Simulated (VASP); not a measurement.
Here is a VASP 6.6.1 calculation.

The input INCAR:

```
PREC = Accurate
ENCUT = 520
EDIFF = 1E-7
ISMEAR = 0
SIGMA = 0.1
LREAL = False
LASPH = True
NELM = 150
ALGO = Normal
ISIF = 2
LWAVE = False
LCHARG = False
ISPIN = 2
MAGMOM = 3 3 0 0 0 0
LORBIT = 11
LMAXMIX = 4
GGA = PE
NBANDS = 37
```

Contents of KPOINTS:

```
regular mesh
0
Gamma
  4 4 6
```

File POSCAR:

```
CrO2
1.0
    4.4480510066      0.0000000000      0.0000000000
    0.0000000000      4.5292350067      0.0000000000
    0.0000000000      0.0000000000      2.9859640000
Cr O
2 4
Direct
    0.5000000000      0.5000000000      0.5000000000
    0.0000000000      0.0000000000      0.0000000000
    0.7929690000      0.1898170000      0.5000000000
    0.2070310000      0.8101830000      0.5000000000
    0.7070310000      0.6898170000      0.0000000000
    0.2929690000      0.3101830000      0.0000000000
```

Potentials or basis: VASP PAW PBE potentials, release 64 (Cr_pv, O).

Launch:

```bash
$ cat potpaw_PBE.64/Cr_pv/POTCAR potpaw_PBE.64/O/POTCAR > POTCAR
$ mpirun -np 1 vasp_std > vasp.out
```

Estimate the site moments.

Cr +2.15; O -0.10 μB.

Predict the band gap on the k mesh.

zero (filled and empty bands overlap).

What does it give for the largest force?

0.303 eV/Å.

What does it give for the net moment?

4.00 μB per cell.

Stress tensor (GPa, compression positive):
```
 -7.70   0.00   0.00
  0.00  -8.00   0.00
  0.00   0.00 -12.24
```

Caveat: the cell stands under tension; semilocal functionals often make such compounds metallic where correlation or magnetic order opens a gap, which also shifts bond lengths; the run started ferromagnetic, and an antiferromagnetic order may lie lower in energy. With open d or f shells a metallic result of PBE can be an artefact of self-interaction; +U or a hybrid may open a gap.
